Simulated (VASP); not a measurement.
# NbAs (F-43m) in VASP: further runs

The runs below take NbAs through single point, with PBE.

Program: VASP 6.6.1. These are calculated values, not measurements. Logs are shortened: lines on timing, memory, paths and dates and some standing lists are left out, and cuts for length are marked.

## Step 1: The cell of the first run

The structure is cubic, space group F-43m (No. 216). Conventional cell: a = 5.814 Å, b = 5.814 Å, c = 5.814 Å, α = 90.00°, β = 90.00°, γ = 90.00°. Nb (site symmetry -43m) has 4 As at 2.52 Å within 3.3 Å. Within 3.3 Å of As (site symmetry -43m) lie 4 Nb at 2.52 Å.

## Step 2: Single point, PBE, collinear spin

Input file INCAR:

```
ALGO     = Normal         # electronic algorithm
EDIFF    = 1E-6           # SCF threshold, eV
ENCUT    = 500            # plane-wave cutoff, eV
GGA      = PE             # functional
GGA_COMPAT= False        
ISIF     = 2              # what is computed and relaxed
ISMEAR   = 0              # smearing method
ISPIN    = 2              # spin polarisation
LASPH    = True           # aspherical terms in the spheres
LCHARG   = False          # write CHGCAR
LMAXMIX  = 4              # l up to which the mixer works
LORBIT   = 11             # projections on sites
LREAL    = False          # projectors in reciprocal space
LWAVE    = False          # write WAVECAR
MAGMOM   = 1.35 -0.05     # initial moments
NBANDS   = 20             # bands
NELM     = 200            # most SCF steps
NUPDOWN  = 2.0            # fixed moment
PREC     = Accurate       # precision mode
SIGMA    = 0.1            # smearing width, eV
```

Input file KPOINTS:

```
k-points
0
Gamma
  12 12 12
```

Input file POSCAR:

```
NbAs
1.0
    0.0000000000      2.9067815048      2.9067815048
    2.9067815048      0.0000000000      2.9067815048
    2.9067815048      2.9067815048      0.0000000000
Nb As
1 1
Direct
    0.0000000000      0.0000000000      0.0000000000
    0.2500000000      0.2500000000      0.2500000000
```

Potentials or basis: VASP PAW PBE potentials, release 64 (Nb_sv, As).

On the command line:

```
cat potpaw_PBE.64/Nb_sv/POTCAR potpaw_PBE.64/As/POTCAR > POTCAR
mpirun -np 1 vasp_std > vasp.out
```

OUTCAR:

```text
EDIFF = 1E-6
   ENCUT = 500
   GGA = PE
   ISIF = 2
   ISMEAR = 0
   ISPIN = 2
   LASPH = True
   LORBIT = 11
   LREAL = False
   NELM = 200
   NUPDOWN = 2.0
   PREC = Accurate

 ion  position               nearest neighbor table
   1  0.000  0.000  0.000-   2 2.52   2 2.52   2 2.52   2 2.52
   2  0.250  0.250  0.250-   1 2.52   1 2.52   1 2.52   1 2.52

  LATTYP: Found a face centered cubic cell.
 ALAT       =     5.8135630096

  Lattice vectors:

 A1 = (   0.0000000000,   2.9067815048,   2.9067815048)
 A2 = (   2.9067815048,   0.0000000000,   2.9067815048)
 A3 = (   2.9067815048,   2.9067815048,   0.0000000000)

Analysis of symmetry for initial positions (statically):
=====================================================================
 Subroutine PRICEL returns:
 Original cell was already a primitive cell.

 Routine SETGRP: Setting up the symmetry group for a
 face centered cubic supercell.

 Subroutine GETGRP returns: Found 24 space group operations
 (whereof 24 operations were pure point group operations)
 out of a pool of 48 trial point group operations.

The static configuration has the point symmetry T_d .

Analysis of symmetry for dynamics (positions and initial velocities):
=====================================================================
 Subroutine PRICEL returns:
 Original cell was already a primitive cell.

 Routine SETGRP: Setting up the symmetry group for a
 face centered cubic supercell.

 Subroutine GETGRP returns: Found 24 space group operations
 (whereof 24 operations were pure point group operations)
 out of a pool of 48 trial point group operations.

The dynamic configuration has the point symmetry T_d .

Analysis of structural, dynamic, and magnetic symmetry:
=====================================================================
 Subroutine PRICEL returns:
 Original cell was already a primitive cell.

 Routine SETGRP: Setting up the symmetry group for a
 face centered cubic supercell.

 Subroutine GETGRP returns: Found 24 space group operations
 (whereof 24 operations were pure point group operations)
 out of a pool of 48 trial point group operations.

The overall configuration has the point symmetry T_d .

 Subroutine INISYM returns: Found 24 space group operations
 (whereof 24 operations are pure point group operations),
 and found     1 'primitive' translations

----------------------------------------------------------------------------------------

                                     Primitive cell

  volume of cell :      49.1210

  direct lattice vectors                    reciprocal lattice vectors
     0.000000000  2.906781505  2.906781505    -0.172011553  0.172011553  0.172011553
     2.906781505  0.000000000  2.906781505     0.172011553 -0.172011553  0.172011553
     2.906781505  2.906781505  0.000000000     0.172011553  0.172011553 -0.172011553

  length of vectors
     4.110809827  4.110809827  4.110809827     0.297932749  0.297932749  0.297932749

  position of ions in fractional coordinates (direct lattice)
     0.000000000  0.000000000  0.000000000
     0.250000000  0.250000000  0.250000000

  ion indices of the primitive-cell ions
   primitive index   ion index
                 1           1
                 2           2

----------------------------------------------------------------------------------------

 KPOINTS: k-points

Automatic generation of k-mesh.
 Grid dimensions read from file:
 generate k-points for:   12   12   12

 Generating k-lattice:

  Cartesian coordinates                     Fractional coordinates (reciprocal lattice)
    -0.014334296  0.014334296  0.014334296     0.083333333  0.000000000  0.000000000
     0.014334296 -0.014334296  0.014334296     0.000000000  0.083333333  0.000000000
     0.014334296  0.014334296 -0.014334296     0.000000000  0.000000000  0.083333333

  Length of vectors
     0.024827729  0.024827729  0.024827729

  Shift w.r.t. Gamma in fractional coordinates (k-lattice)
     0.000000000  0.000000000  0.000000000

 Subroutine IBZKPT returns following result:
 ===========================================

 Found     72 irreducible k-points:

 Following reciprocal coordinates:
            Coordinates               Weight
  0.000000  0.000000  0.000000      1.000000
  0.083333  0.000000  0.000000      8.000000
  0.166667  0.000000  0.000000      8.000000
  0.250000  0.000000  0.000000      8.000000
  0.333333  0.000000  0.000000      8.000000
  0.416667  0.000000  0.000000      8.000000
[... 16 lines left out ...]
  0.500000  0.166667  0.000000     24.000000
 -0.416667  0.166667  0.000000     24.000000
 [... further k-points ...]
   k-points           NKPTS =     72   k-points in BZ     NKDIM =     72   number of bands    NBANDS=     20
   number of dos      NEDOS =    301   number of ions     NIONS =      2
   total plane-waves  NPLWV =  27000
   dimension x,y,z NGX =    30 NGY =   30 NGZ =   30
   dimension x,y,z NGXF=    60 NGYF=   60 NGZF=   60
   ions per type =               1   1
   NGX,Y,Z   is equivalent  to a cutoff of  12.13, 12.13, 12.13 a.u.
   NGXF,Y,Z  is equivalent  to a cutoff of  24.26, 24.26, 24.26 a.u.
 SYSTEM =  unknown system
   PREC   = accura    normal or accurate (medium, high low for compatibility)
   ISTART =      0    job   : 0-new  1-cont  2-samecut
   ICHARG =      2    charge: 1-file 2-atom 10-const
   ISPIN  =      2    spin polarized calculation?
   LNONCOLLINEAR =      F non collinear calculations
   LSORBIT =      F    spin-orbit coupling
   LASPH  =      T    aspherical Exc in radial PAW
   ENCUT  =  500.0 eV  36.75 Ry    6.06 a.u.   7.49  7.49  7.49*2*pi/ulx,y,z
   NELM   =    200;   NELMIN=  2; NELMDL= -5     # of ELM steps
   EDIFF  = 0.1E-05   stopping-criterion for ELM
   LREAL  =      F    real-space projection
   EDIFFG = 0.1E-04   stopping-criterion for IOM
   NSW    =      0    number of steps for IOM
   IBRION =     -1    ionic relax: 0-MD 1-quasi-New 2-CG
   NFREE  =      0    steps in history (QN), initial steepest desc. (CG)
   ISIF   =      2    stress and relaxation
   ISYM   =      2    0-nonsym 1-usesym 2-fastsym
   POTIM  = 0.5000    time-step for ionic-motion
   TEBEG  =    0.0;   TEEND  =   0.0 temperature during run
   PSTRESS=    0.0 pullay stress
   NELECT =      18.0000    total number of electrons
   NUPDOWN=       2.0000    fix difference up-down
   EMIN   =  10.00;   EMAX   =-10.00  energy-range for DOS
   EFERMI =   0.00;   METHOD = LEGACY
   ISMEAR =     0;   SIGMA  =   0.10  broadening in eV -4-tet -1-fermi 0-gaus
   EFERMI_NEDOS =   21; number of points for ismear=-14 and -15
   IALGO  =     38    algorithm
   IMIX   =      4    mixing-type and parameters
     AMIX     =   0.40;   BMIX     =  1.00
     AMIX_MAG =   1.60;   BMIX_MAG =  1.00
  volume/ion in A,a.u.               =      24.56       165.74
  Fermi-wavevector in a.u.,A,eV,Ry     =   1.171503  2.213819 18.672887  1.372418
  Thomas-Fermi vector in A             =   2.307945
   LORBIT       =     11    0 simple, 1 ext, 2 COOP (PROOUT), +10 PAW based schemes
   GGA     = PE    functional components
   LHFCALC =     F    Hartree Fock is set to
   AEXX    =    0.0000 exact exchange contribution
   IVDW    =     0    specifies the selected vdW correction
   LEPSILON=     F    determine dielectric tensor
   LRPA    =     F    only Hartree local field effects (RPA)
 spin polarized calculation
 Gauss-broadening in eV      SIGMA  =   0.10
  energy-cutoff  :      500.00
  volume of cell :       49.12
 maximum number of plane-waves:      1283
 NGX is ok and might be reduce to    30
   NGX = 15   NGY = 15   NGZ = 15

 number of electron      18.0000002 magnetization       2.0000804

 Free energy of the ion-electron system (eV)
  ---------------------------------------------------
  ext. energy  EPLUGINS =         0.00000000
  ---------------------------------------------------
  free energy    TOTEN  =       -14.09476364 eV

  energy without entropy =      -14.09133615  energy(sigma->0) =      -14.09304989

 E-fermi :   4.5018     XC(G=0):  -9.8243

 val. band max:        6.1002011343   @ k =   0.5000   0.4167   0.0000
 cond. band min:       5.4011855591   @ k =  -0.2500   0.5000   0.2500
 fundamental gap:     -0.6990155752
 Fermi energy:         6.1040893128

 spin component 1

 k-point     1 :       0.0000    0.0000    0.0000
  band No.  band energies     occupation
      1     -49.6006      1.00000
      2     -25.7747      1.00000
      3     -25.7747      1.00000
      4     -25.7747      1.00000
      5      -5.8390      1.00000
      6       2.3272      1.00000
[... 12 lines left out ...]
     19      18.3596      0.00000
     20      18.3596      0.00000
[... 507 lines left out ...]
 k-point    24 :      -0.4167    0.1667    0.0000
  band No.  band energies     occupation
      1     -49.5965      1.00000
      2     -25.8381      1.00000
      3     -25.7963      1.00000
      4     -25.7874      1.00000
      5      -4.8456      1.00000
      6       1.7537      1.00000
[... 12 lines left out ...]
     19      18.9288      0.00000
     20      18.9963      0.00000

 [... further k-points ...]

 spin component 2

 k-point     1 :       0.0000    0.0000    0.0000
  band No.  band energies     occupation
      1     -48.6301      1.00000
      2     -24.6576      1.00000
      3     -24.6576      1.00000
      4     -24.6576      1.00000
      5      -5.7106      1.00000
      6       2.8647      1.00000
[... 12 lines left out ...]
     19      19.1269      0.00000
     20      19.1269      0.00000
[... 507 lines left out ...]
 k-point    24 :      -0.4167    0.1667    0.0000
  band No.  band energies     occupation
      1     -48.6260      1.00000
      2     -24.7245      1.00000
      3     -24.6800      1.00000
      4     -24.6708      1.00000
      5      -4.7908      1.00000
      6       2.1932      1.00000
[... 12 lines left out ...]
     19      19.5789      0.00000
     20      19.5908      0.00000

 [... further k-points ...]

------------------------ aborting loop because EDIFF is reached ----------------------------------------

  FORCE on cell =-STRESS in cart. coord.  units (eV):
  Direction    XX          YY          ZZ          XY          YZ          ZX
  --------------------------------------------------------------------------------------
  -------------------------------------------------------------------------------------
  Total        1.6586652      1.6586652      1.6586652      0.0000000      0.0000000     -0.0000000
  in kB       54.1006102     54.1006102     54.1006102      0.0000000      0.0000000     -0.0000000
  external PRESSURE =      54.1006102 kB  Pullay stress =       0.0000000 kB

 VOLUME and BASIS-vectors are now :
 -----------------------------------------------------------------------------
  energy-cutoff  :      500.00
  volume of cell :       49.12
      direct lattice vectors                 reciprocal lattice vectors
     0.000000000  2.906781505  2.906781505    -0.172011553  0.172011553  0.172011553
     2.906781505  0.000000000  2.906781505     0.172011553 -0.172011553  0.172011553
     2.906781505  2.906781505  0.000000000     0.172011553  0.172011553 -0.172011553

 POSITION                                       TOTAL-FORCE (eV/Angst)
 -----------------------------------------------------------------------------------
      0.00000      0.00000      0.00000         0.000000      0.000000      0.000000
      1.45339      1.45339      1.45339        -0.000000     -0.000000     -0.000000
 -----------------------------------------------------------------------------------
    total drift:                                0.000000      0.000000      0.000000

  FREE ENERGIE OF THE ION-ELECTRON SYSTEM (eV)
  ---------------------------------------------------
  free  energy   TOTEN  =       -14.0947636390 eV

  energy  without entropy=      -14.0913361492  energy(sigma->0) =      -14.09304989

 total charge

# of ion       s       p       d       tot
------------------------------------------
    1        2.160   5.969   2.591  10.720
    2        1.210   1.691   0.053   2.954
--------------------------------------------------
tot          3.370   7.660   2.644  13.675

 magnetization (x)

# of ion       s       p       d       tot
------------------------------------------
    1        0.017   0.011   1.434   1.463
    2       -0.015  -0.082   0.042  -0.055
--------------------------------------------------
tot          0.003  -0.071   1.476   1.407
```

Wall time 3 min (1 thread of AMD EPYC 7R13, shared host); peak memory 0.23 GiB.

Results:

```
Free energy                                           : -14.0948 eV
Pressure                                              : 5.4 GPa
Net moment                                            : 2.00 μB per cell
Site moments                                          : Nb +1.46; As -0.06 μB
Valence electrons inside the program's atomic spheres : Nb 10.72; As 2.95
```

Caveat: the cell stands under pressure; the total moment is fixed, so each spin has its own Fermi level.

## Step 3: Single point, PBE

Input file INCAR:

```
PREC     = Accurate       # precision mode
ENCUT    = 500            # plane-wave cutoff, eV
EDIFF    = 1E-6           # SCF threshold, eV
ISMEAR   = 0              # smearing method
SIGMA    = 0.1            # smearing width, eV
LREAL    = False          # projectors in reciprocal space
LASPH    = True           # aspherical terms in the spheres
NELM     = 120            # most SCF steps
ALGO     = Normal         # electronic algorithm
ISIF     = 2              # what is computed and relaxed
LWAVE    = False          # write WAVECAR
LCHARG   = False          # write CHGCAR
GGA      = PE             # functional
NBANDS   = 16             # bands
GGA_COMPAT= False
```

Input file KPOINTS:

```
Automatic mesh
0
Gamma
  12 12 12
```

POSCAR is that of step 2.

Potentials or basis: VASP PAW PBE potentials, release 64 (Nb_sv, As).

On the command line:

```
cat potpaw_PBE.64/Nb_sv/POTCAR potpaw_PBE.64/As/POTCAR > POTCAR
mpirun -np 1 vasp_std > vasp.out
```

Run time: 60 s. Hardware: 1 thread of AMD EPYC 7R13, shared host; peak memory 0.18 GiB.

The run converged. Its results:

- Free energy: -14.2984 eV
- Pressure: 0.1 GPa
- Band gap on the k mesh: zero (bands 9 and 10 overlap by 0.47 eV)

Levels at points of the mesh, in eV from the Fermi level:
```tsv
k point	band 5	band 6	band 7	band 8	band 9	band 10	band 11	band 12	band 13	band 14
(0.00, 0.00, 0.00)	-11.74	-3.44	-3.44	-3.44	0.01	0.01	2.24	5.49	5.49	5.49
(0.50, 0.00, 0.00)	-10.88	-4.17	-3.04	-3.04	0.37	0.37	0.61	3.24	3.24	4.41
(0.50, 0.50, 0.00)	-10.59	-4.69	-2.11	-2.11	-1.01	0.76	0.82	1.37	1.37	6.71
```

## Step 4: Single point, PBE, collinear spin, zero start

Input file INCAR:

```
ALGO     = Normal         # electronic algorithm
EDIFF    = 1E-6           # SCF threshold, eV
ENCUT    = 500            # plane-wave cutoff, eV
GGA      = PE             # functional
GGA_COMPAT= F            
ISIF     = 2              # what is computed and relaxed
ISMEAR   = 0              # smearing method
ISPIN    = 2              # spin polarisation
LASPH    = T              # aspherical terms in the spheres
LCHARG   = T              # write CHGCAR
LELF     = T              # ELF
LMAXMIX  = 4              # l up to which the mixer works
LORBIT   = 11             # projections on sites
LREAL    = F              # projectors in reciprocal space
LVHAR    = T            
LWAVE    = F              # write WAVECAR
MAGMOM   = 0 0            # initial moments
NBANDS   = 20             # bands
NELM     = 200            # most SCF steps
NUPDOWN  = 0.0            # fixed moment
PREC     = Accurate       # precision mode
SIGMA    = 0.1            # smearing width, eV
```

Input file KPOINTS:

```
k-points
0
Gamma
  12 12 12
```

POSCAR is that of step 3.

On the command line:

```
cat potpaw_PBE.64/Nb_sv/POTCAR potpaw_PBE.64/As/POTCAR > POTCAR
mpirun -np 1 vasp_std > vasp.out
```

Wall time 3.1 min (1 thread of AMD EPYC 7R13, shared host); peak memory 0.23 GiB.

Results (log left out):

```yaml
Free_energy: -14.2984 eV
Pressure: 0.1 GPa
Net_moment: 0.00 μB per cell
Valence_electrons_inside_the_program's_atomic_spheres: Nb 10.63; As 2.94
```

Caveat: the total moment is fixed, so each spin has its own Fermi level.

## Step 5: Overview

| spin | fixed moment (μB) | pressure (GPa) | moment (μB) |
| --- | --- | --- | --- |
| collinear | 2.0 | 5.4 | 2.00 |
| off | - | 0.1 | - |
| collinear, zero start | 0.0 | 0.1 | 0.00 |

Alike in all rows: task single point; level PBE; potentials or basis VASP PAW PBE potentials, release 64 (Nb_sv, As); cell as given; k mesh 12 × 12 × 12; cutoff (eV) 500; smearing gaussian 0.1 eV.

Caveats: the total moment is fixed, so each spin has its own Fermi level (at least some runs); the cell stands under pressure (at least some runs).

Absolute energies hang on the potentials; compare differences alone.
